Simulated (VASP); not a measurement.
# Ag (Cmcm) in VASP: further runs, part 2 of 3

VASP 6.6.1. Earlier steps stand in the parts before.

### Step 3. Single point, r2SCAN (strain -0.0450 x Voigt [0, 1, 0, 0, 0, 0])

POSCAR

```
Ag
1.0
    2.9299980804      0.0000000000      0.0000000000
   -1.4649990402      2.4232673960      0.0000000000
    0.0000000000      0.0000000000      4.7900000000
Ag
2
Direct
    0.3333333333      0.6666666667      0.2500000000
    0.6666666667      0.3333333333      0.7500000000
```

INCAR.step1

```
SYSTEM = Ag
PREC = Accurate
ENCUT = 520
ISMEAR = 0
SIGMA = 0.15
LREAL = .False.
LASPH = .True.
NELM = 80
NBANDS = 18
GGA = PE
ALGO = Normal
EDIFF = 1E-4
LWAVE = .True.
LCHARG = .False.
```

INCAR.step2

```
SYSTEM = Ag
PREC = Accurate
ENCUT = 520
EDIFF = 1E-6
ISMEAR = 0
SIGMA = 0.15
LREAL = .False.
LASPH = .True.
NELM = 80
ALGO = Normal
ISIF = 2
LWAVE = .False.
LCHARG = .False.
METAGGA = R2SCAN
LMIXTAU = .True.
NBANDS = 18
ISTART = 1
```

KPOINTS

```
regular mesh
0
Gamma
  18 18 10
  0 0 0
```

Potentials or basis: VASP PAW PBE potentials, release 64 (Ag).

The run is started by

```sh
$ cat potpaw_PBE.64/Ag/POTCAR > POTCAR
$ cp INCAR.step1 INCAR
$ mpirun -np 1 vasp_std > vasp.out
$ cp INCAR.step2 INCAR
$ mpirun -np 1 vasp_std > vasp.out
```

OUTCAR:

```text
SYSTEM = Ag
   PREC = Accurate
   ENCUT = 520
   EDIFF = 1E-6
   ISMEAR = 0
   LREAL = .False.
   LASPH = .True.
   NELM = 80
   ISIF = 2
   METAGGA = R2SCAN
   ISTART = 1

 ion  position               nearest neighbor table
   1  0.333  0.667  0.250-   2 2.89   2 2.89   2 2.92   2 2.92   2 2.92   2 2.92
   2  0.667  0.333  0.750-   1 2.89   1 2.89   1 2.92   1 2.92   1 2.92   1 2.92

  Warning from LATTYP: Monoclinic adjustment (A1->A3, A2->A1, A3->A2)!
  LATTYP: Found a base centered orthorhombic cell.
 ALAT       =     2.9299980804
 B/A-ratio  =     1.6541085212
 C/A-ratio  =     1.6348133577

  Lattice vectors:

 A1 = (   1.4649990402,  -2.4232673960,   0.0000000000)
 A2 = (   1.4649990402,   2.4232673960,   0.0000000000)
 A3 = (   0.0000000000,   0.0000000000,   4.7900000000)

Analysis of symmetry for initial positions (statically):
=====================================================================
 Subroutine PRICEL returns:
 Original cell was already a primitive cell.

 Routine SETGRP: Setting up the symmetry group for a
 base centered orthorhombic supercell.

 Subroutine GETGRP returns: Found  8 space group operations
 (whereof  4 operations were pure point group operations)
 out of a pool of  8 trial point group operations.

The static configuration has the point symmetry C_2h.
 The point group associated with its full space group is D_2h.

Analysis of symmetry for dynamics (positions and initial velocities):
=====================================================================
 Subroutine PRICEL returns:
 Original cell was already a primitive cell.

 Routine SETGRP: Setting up the symmetry group for a
 base centered orthorhombic supercell.

 Subroutine GETGRP returns: Found  8 space group operations
 (whereof  4 operations were pure point group operations)
 out of a pool of  8 trial point group operations.

The dynamic configuration has the point symmetry C_2h.
 The point group associated with its full space group is D_2h.

 Subroutine INISYM returns: Found  8 space group operations
 (whereof  4 operations are pure point group operations),
 and found     1 'primitive' translations

----------------------------------------------------------------------------------------

                                     Primitive cell

  volume of cell :      34.0098

  direct lattice vectors                    reciprocal lattice vectors
     2.929998080  0.000000000  0.000000000     0.341297152  0.206332987  0.000000000
    -1.464999040  2.423267396  0.000000000     0.000000000  0.412665974  0.000000000
     0.000000000  0.000000000  4.790000000     0.000000000  0.000000000  0.208768267

  length of vectors
     2.929998080  2.831686257  4.790000000     0.398819567  0.412665974  0.208768267

  position of ions in fractional coordinates (direct lattice)
     0.333333333  0.666666667  0.250000000
     0.666666667  0.333333333  0.750000000

  ion indices of the primitive-cell ions
   primitive index   ion index
                 1           1
                 2           2

----------------------------------------------------------------------------------------

 KPOINTS: regular mesh

Automatic generation of k-mesh.
 Grid dimensions read from file:
 generate k-points for:   18   18   10

 Generating k-lattice:

  Cartesian coordinates                     Fractional coordinates (reciprocal lattice)
     0.018960953  0.011462944  0.000000000     0.055555556  0.000000000  0.000000000
     0.000000000  0.022925887  0.000000000     0.000000000  0.055555556  0.000000000
     0.000000000  0.000000000  0.020876827     0.000000000  0.000000000  0.100000000

  Length of vectors
     0.022156643  0.022925887  0.020876827

  Shift w.r.t. Gamma in fractional coordinates (k-lattice)
     0.000000000  0.000000000  0.000000000

 Subroutine IBZKPT returns following result:
 ===========================================

 Found    546 irreducible k-points:

 Following reciprocal coordinates:
            Coordinates               Weight
  0.000000  0.000000  0.000000      1.000000
  0.055556  0.000000  0.000000      4.000000
  0.111111  0.000000  0.000000      4.000000
  0.166667  0.000000  0.000000      4.000000
  0.222222  0.000000  0.000000      4.000000
  0.277778  0.000000  0.000000      4.000000
[... 16 lines left out ...]
 -0.333333  0.055556  0.000000      4.000000
 -0.277778  0.055556  0.000000      4.000000
 [... further k-points ...]
   k-points           NKPTS =    546   k-points in BZ     NKDIM =    546   number of bands    NBANDS=     18
   number of dos      NEDOS =    301   number of ions     NIONS =      2
   total plane-waves  NPLWV =  20736
   dimension x,y,z NGX =    24 NGY =   24 NGZ =   36
   dimension x,y,z NGXF=    48 NGYF=   48 NGZF=   72
   ions per type =               2
   NGX,Y,Z   is equivalent  to a cutoff of  13.62, 14.09, 12.49 a.u.
   NGXF,Y,Z  is equivalent  to a cutoff of  27.23, 28.18, 24.99 a.u.
 SYSTEM =  Ag
   PREC   = accura    normal or accurate (medium, high low for compatibility)
   ISTART =      1    job   : 0-new  1-cont  2-samecut
   ICHARG =      0    charge: 1-file 2-atom 10-const
   ISPIN  =      1    spin polarized calculation?
   LNONCOLLINEAR =      F non collinear calculations
   LSORBIT =      F    spin-orbit coupling
   LASPH  =      T    aspherical Exc in radial PAW
   ENCUT  =  520.0 eV  38.22 Ry    6.18 a.u.   5.45  5.27  8.91*2*pi/ulx,y,z
   NELM   =     80;   NELMIN=  2; NELMDL=  0     # of ELM steps
   EDIFF  = 0.1E-05   stopping-criterion for ELM
   LREAL  =      F    real-space projection
   EDIFFG = 0.1E-04   stopping-criterion for IOM
   NSW    =      0    number of steps for IOM
   IBRION =     -1    ionic relax: 0-MD 1-quasi-New 2-CG
   NFREE  =      0    steps in history (QN), initial steepest desc. (CG)
   ISIF   =      2    stress and relaxation
   ISYM   =      2    0-nonsym 1-usesym 2-fastsym
   POTIM  = 0.5000    time-step for ionic-motion
   TEBEG  =    0.0;   TEEND  =   0.0 temperature during run
   PSTRESS=    0.0 pullay stress
   NELECT =      22.0000    total number of electrons
   NUPDOWN=      -1.0000    fix difference up-down
   EMIN   =  10.00;   EMAX   =-10.00  energy-range for DOS
   EFERMI =   0.00;   METHOD = LEGACY
   ISMEAR =     0;   SIGMA  =   0.15  broadening in eV -4-tet -1-fermi 0-gaus
   EFERMI_NEDOS =   21; number of points for ismear=-14 and -15
   IALGO  =     38    algorithm
   IMIX   =      4    mixing-type and parameters
     AMIX     =   0.40;   BMIX     =  1.00
     AMIX_MAG =   1.60;   BMIX_MAG =  1.00
  volume/ion in A,a.u.               =      17.00       114.75
  Fermi-wavevector in a.u.,A,eV,Ry     =   1.415840  2.675551 27.274297  2.004604
  Thomas-Fermi vector in A             =   2.537237
   LORBIT       =      0    0 simple, 1 ext, 2 COOP (PROOUT), +10 PAW based schemes
   METAGGA = R2SCAN    functional components
   LHFCALC =     F    Hartree Fock is set to
   AEXX    =    0.0000 exact exchange contribution
   IVDW    =     0    specifies the selected vdW correction
   LEPSILON=     F    determine dielectric tensor
   LRPA    =     F    only Hartree local field effects (RPA)
 non-spin polarized calculation
 Gauss-broadening in eV      SIGMA  =   0.15
  energy-cutoff  :      520.00
  volume of cell :       34.01
 maximum number of plane-waves:       933
 NGX is ok and might be reduce to    24
   NGX = 11   NGY = 11   NGZ = 17

 number of electron      21.9999999 magnetization

 Free energy of the ion-electron system (eV)
  ---------------------------------------------------
  ext. energy  EPLUGINS =         0.00000000
  ---------------------------------------------------
  free energy    TOTEN  =       -42.69227660 eV

  energy without entropy =      -42.68565417  energy(sigma->0) =      -42.68896539

 E-fermi :   8.4813     XC(G=0): -12.9830

 val. band max:        8.4656897656   @ k =  -0.3333   0.1111   0.3000
 cond. band min:       8.4813897858   @ k =   0.1667   0.2778   0.5000
 fundamental gap:      0.0157000202
 Fermi energy:         8.4812812736

 k-point     1 :       0.0000    0.0000    0.0000
  band No.  band energies     occupation
      1       0.4906      2.00000
      2       1.6967      2.00000
      3       3.1829      2.00000
      4       3.2038      2.00000
      5       3.4259      2.00000
      6       3.6218      2.00000
[... 10 lines left out ...]
     17      27.3977      0.00000
     18      28.5921      0.00000
[... 463 lines left out ...]
 k-point    24 :      -0.2778    0.0556    0.0000
  band No.  band energies     occupation
      1       1.8988      2.00000
      2       2.1813      2.00000
      3       3.0250      2.00000
      4       3.0528      2.00000
      5       3.3508      2.00000
      6       3.6983      2.00000
[... 10 lines left out ...]
     17      25.1865      0.00000
     18      26.6730      0.00000

 [... further k-points ...]
[... 5 lines left out ...]
  --------------------------------------------------------------------------------------
  -------------------------------------------------------------------------------------
  Total        0.3250982      1.0269104      0.1826094      0.0000000      0.0000000      0.0000000
  in kB       15.3151376     48.3770013      8.6025936      0.0000000      0.0000000      0.0000000
  external PRESSURE =      24.0982441 kB  Pullay stress =       0.0000000 kB

 VOLUME and BASIS-vectors are now :
 -----------------------------------------------------------------------------
  energy-cutoff  :      520.00
  volume of cell :       34.01
      direct lattice vectors                 reciprocal lattice vectors
     2.929998080  0.000000000  0.000000000     0.341297152  0.206332987  0.000000000
    -1.464999040  2.423267396  0.000000000     0.000000000  0.412665974  0.000000000
     0.000000000  0.000000000  4.790000000     0.000000000  0.000000000  0.208768267

 POSITION                                       TOTAL-FORCE (eV/Angst)
 -----------------------------------------------------------------------------------
     -0.00000      1.61551      1.19750         0.000000     -0.049278     -0.000000
      1.46500      0.80776      3.59250        -0.000000      0.049278      0.000000
 -----------------------------------------------------------------------------------
    total drift:                               -0.000000      0.000000     -0.000000

  FREE ENERGIE OF THE ION-ELECTRON SYSTEM (eV)
  ---------------------------------------------------
  free  energy   TOTEN  =       -42.6922766022 eV

  energy  without entropy=      -42.6856541725  energy(sigma->0) =      -42.68896539
```

OSZICAR.step1:

```text
N       E                     dE             d eps       ncg     rms          rms(c)
DAV:   1     0.126327738368E+03    0.12633E+03   -0.11801E+04 19664   0.122E+03
DAV:   2    -0.382674617773E+01   -0.13015E+03   -0.12380E+03 20384   0.270E+02
DAV:   3    -0.589284192196E+01   -0.20661E+01   -0.20591E+01 22530   0.383E+01
DAV:   4    -0.589910706341E+01   -0.62651E-02   -0.62646E-02 21576   0.207E+00
DAV:   5    -0.589915838359E+01   -0.51320E-04   -0.51320E-04 21464   0.200E-01    0.748E+00
DAV:   6    -0.541365384332E+01    0.48550E+00   -0.11638E+00 20296   0.117E+01    0.485E+00
DAV:   7    -0.539682432662E+01    0.16830E-01   -0.16584E-02 21148   0.125E+00    0.267E+00
DAV:   8    -0.539115861750E+01    0.56657E-02   -0.12333E-03 20502   0.270E-01    0.123E-01
DAV:   9    -0.539117117061E+01   -0.12553E-04   -0.13240E-05 11842   0.285E-02
   1 F= -.53911712E+01 E0= -.53876088E+01  d E =-.712469E-02
```

It took 14 min on 1 thread of AMD EPYC 7R13 (Zen 3), shared host; peak memory 0.35 GiB.

Results:

* Free energy: -42.6923 eV
* Pressure: 2.4 GPa
* Largest force: 0.049 eV/Å
* Band gap on the k mesh: zero (bands 11 and 12 overlap by 8.02 eV)

Forces on the atoms (eV/Å):
```
Ag   0.000 -0.049  0.000
Ag   0.000  0.049  0.000
```

Levels at points of the mesh, in eV from the Fermi level:
```
           k point  band 9  band 10  band 11  band 12  band 13  band 14
(0.00, 0.00, 0.00)   -4.35    -3.47    -3.40    -0.53     3.37    16.38
(0.50, 0.00, 0.00)   -3.26    -3.15     0.07     1.54     6.91     7.17
(0.00, 0.50, 0.00)   -3.17    -3.05     0.44     2.04     7.41     7.65
(0.00, 0.00, 0.50)   -3.80    -3.80    -3.70    -3.70    11.04    11.04
(0.50, 0.00, 0.50)   -3.17    -3.17     0.74     0.74     4.62     4.62
(0.00, 0.50, 0.50)   -3.10    -3.10     1.13     1.13     5.24     5.24
```

Caveat: the cell differs from its parent crystal (strain -0.0450 x Voigt [0, 1, 0, 0, 0, 0]); the PAW data sets were made with another functional, which shifts forces and pressure a little.

### Step 4. Single point, r2SCAN (strain +0.0450 x Voigt [0, 1, 0, 0, 0, 0])

POSCAR

```
Ag
1.0
    2.9299980804      0.0000000000      0.0000000000
   -1.4649990402      2.6516381454      0.0000000000
    0.0000000000      0.0000000000      4.7900000000
Ag
2
Direct
    0.3333333333      0.6666666667      0.2500000000
    0.6666666667      0.3333333333      0.7500000000
```

INCAR.step1

```
PREC     = Accurate       # precision mode
ENCUT    = 520            # plane-wave cutoff, eV
ISMEAR   = 0              # smearing method
SIGMA    = 0.15           # smearing width, eV
LREAL    = F              # projectors in reciprocal space
LASPH    = T              # aspherical terms in the spheres
NELM     = 60             # most SCF steps
NBANDS   = 18             # bands
GGA      = PE             # functional
ALGO     = Normal         # electronic algorithm
EDIFF    = 1E-4           # SCF threshold, eV
LWAVE    = T              # write WAVECAR
LCHARG   = F              # write CHGCAR
```

INCAR.step2

```
PREC     = Accurate       # precision mode
ENCUT    = 520            # plane-wave cutoff, eV
EDIFF    = 1E-6           # SCF threshold, eV
ISMEAR   = 0              # smearing method
SIGMA    = 0.15           # smearing width, eV
LREAL    = F              # projectors in reciprocal space
LASPH    = T              # aspherical terms in the spheres
NELM     = 60             # most SCF steps
ALGO     = Normal         # electronic algorithm
ISIF     = 2              # what is computed and relaxed
LWAVE    = F              # write WAVECAR
LCHARG   = F              # write CHGCAR
METAGGA  = R2SCAN         # meta-GGA
LMIXTAU  = T            
NBANDS   = 18             # bands
ISTART   = 1
```

KPOINTS

```
Automatic mesh
0
Gamma
  18 18 10
```

Potentials or basis: VASP PAW PBE potentials, release 64 (Ag).

The run is started by

```sh
$ cat potpaw_PBE.64/Ag/POTCAR > POTCAR
$ cp INCAR.step1 INCAR
$ mpirun -np 1 vasp_std > vasp.out
$ cp INCAR.step2 INCAR
$ mpirun -np 1 vasp_std > vasp.out
```

OUTCAR:

```text
PREC = Accurate
   ENCUT = 520
   EDIFF = 1E-6
   ISMEAR = 0
   LREAL = F
   LASPH = T
   NELM = 60
   ISIF = 2
   METAGGA = R2SCAN
   ISTART = 1

 ion  position               nearest neighbor table
   1  0.333  0.667  0.250-   2 2.94   2 2.94   2 2.94   2 2.94   2 2.98   2 2.98
   2  0.667  0.333  0.750-   1 2.94   1 2.94   1 2.94   1 2.94   1 2.98   1 2.98

  LATTYP: Found a base centered orthorhombic cell.
 ALAT       =     2.9299980804
 B/A-ratio  =     1.8099930939
 C/A-ratio  =     1.6348133577

  Lattice vectors:

 A1 = (   1.4649990402,  -2.6516381454,   0.0000000000)
 A2 = (   1.4649990402,   2.6516381454,   0.0000000000)
 A3 = (   0.0000000000,   0.0000000000,   4.7900000000)

Analysis of symmetry for initial positions (statically):
=====================================================================
 Subroutine PRICEL returns:
 Original cell was already a primitive cell.

 Routine SETGRP: Setting up the symmetry group for a
 base centered orthorhombic supercell.

 Subroutine GETGRP returns: Found  8 space group operations
 (whereof  4 operations were pure point group operations)
[... 159 lines left out ...]
 Free energy of the ion-electron system (eV)
  ---------------------------------------------------
  ext. energy  EPLUGINS =         0.00000000
  ---------------------------------------------------
  free energy    TOTEN  =       -42.65052735 eV

  energy without entropy =      -42.64391869  energy(sigma->0) =      -42.64722302

 E-fermi :   7.3275     XC(G=0): -12.3671

 val. band max:        7.3247197866   @ k =   0.4444   0.0556   0.2000
 cond. band min:       7.3298566831   @ k =   0.5000   0.0556   0.1000
 fundamental gap:      0.0051368965
 Fermi energy:         7.3274740071

 k-point     1 :       0.0000    0.0000    0.0000
  band No.  band energies     occupation
      1      -0.0306      2.00000
      2       1.0908      2.00000
      3       2.3577      2.00000
      4       2.4963      2.00000
      5       2.6174      2.00000
      6       2.6960      2.00000
[... 481 lines left out ...]
      5       2.5532      2.00000
      6       2.7117      2.00000
[... 10 lines left out ...]
     17      23.3051      0.00000
     18      24.1629      0.00000

 [... further k-points ...]
[... 5 lines left out ...]
  --------------------------------------------------------------------------------------
  -------------------------------------------------------------------------------------
  Total       -1.1762715     -1.7436552     -1.0998284      0.0000000     -0.0000000      0.0000000
  in kB      -50.6408566    -75.0678700    -47.3498285      0.0000000     -0.0000000      0.0000000
  external PRESSURE =     -57.6861850 kB  Pullay stress =       0.0000000 kB

 VOLUME and BASIS-vectors are now :
 -----------------------------------------------------------------------------
  energy-cutoff  :      520.00
  volume of cell :       37.21
      direct lattice vectors                 reciprocal lattice vectors
     2.929998080  0.000000000  0.000000000     0.341297152  0.188562682  0.000000000
    -1.464999040  2.651638145  0.000000000     0.000000000  0.377125364  0.000000000
     0.000000000  0.000000000  4.790000000     0.000000000  0.000000000  0.208768267

 POSITION                                       TOTAL-FORCE (eV/Angst)
 -----------------------------------------------------------------------------------
     -0.00000      1.76776      1.19750        -0.000000      0.041901      0.000000
      1.46500      0.88388      3.59250         0.000000     -0.041901      0.000000
 -----------------------------------------------------------------------------------
    total drift:                               -0.000000      0.000000     -0.000000

  FREE ENERGIE OF THE ION-ELECTRON SYSTEM (eV)
  ---------------------------------------------------
  free  energy   TOTEN  =       -42.6505273509 eV

  energy  without entropy=      -42.6439186865  energy(sigma->0) =      -42.64722302
```

OUTCAR.step1:

```text
PREC = Accurate
   ENCUT = 520
   ISMEAR = 0
   LREAL = F
   LASPH = T
[... 729 lines left out ...]
 -----------------------------------------------------------------------------------
     -0.00000      1.76776      1.19750         0.000000      0.045796      0.000000
      1.46500      0.88388      3.59250         0.000000     -0.045796      0.000000
 -----------------------------------------------------------------------------------
    total drift:                               -0.000000      0.000000     -0.000000

  FREE ENERGIE OF THE ION-ELECTRON SYSTEM (eV)
  ---------------------------------------------------
  free  energy   TOTEN  =        -5.4053697585 eV

  energy  without entropy=       -5.3985030768  energy(sigma->0) =       -5.40193642
```

OSZICAR.step1:

```text
N       E                     dE             d eps       ncg     rms          rms(c)
DAV:   1     0.123934378498E+03    0.12393E+03   -0.11635E+04 19672   0.120E+03
DAV:   2    -0.382696937968E+01   -0.12776E+03   -0.12109E+03 20356   0.263E+02
DAV:   3    -0.584684266311E+01   -0.20199E+01   -0.20131E+01 22620   0.373E+01
DAV:   4    -0.585308915236E+01   -0.62465E-02   -0.62459E-02 21630   0.204E+00
DAV:   5    -0.585314297971E+01   -0.53827E-04   -0.53827E-04 21654   0.203E-01    0.591E+00
DAV:   6    -0.541962325915E+01    0.43352E+00   -0.11462E+00 20490   0.112E+01    0.400E+00
DAV:   7    -0.540958533205E+01    0.10038E-01   -0.12093E-02 21210   0.979E-01    0.234E+00
DAV:   8    -0.540535267229E+01    0.42327E-02   -0.11116E-03 20694   0.290E-01    0.902E-02
DAV:   9    -0.540536975851E+01   -0.17086E-04   -0.17318E-05 12478   0.317E-02
   1 F= -.54053698E+01 E0= -.54019364E+01  d E =-.686668E-02
```

Wall time 26 min (1 thread of Oxide Virtual Turin-like, shared host); peak memory 0.37 GiB.

Results:

- Free energy: -42.6505 eV
- Pressure: -5.8 GPa
- Largest force: 0.042 eV/Å
- Band gap on the k mesh: zero (bands 11 and 12 overlap by 7.49 eV)

Forces on the atoms (eV/Å):
```
Ag   0.000  0.042  0.000
Ag   0.000 -0.042  0.000
```

Caveat: the cell differs from its parent crystal (strain +0.0450 x Voigt [0, 1, 0, 0, 0, 0]); the cell stands under tension; the PAW data sets were made with another functional, which shifts forces and pressure a little.

(Part 2 of 3 ends here.)
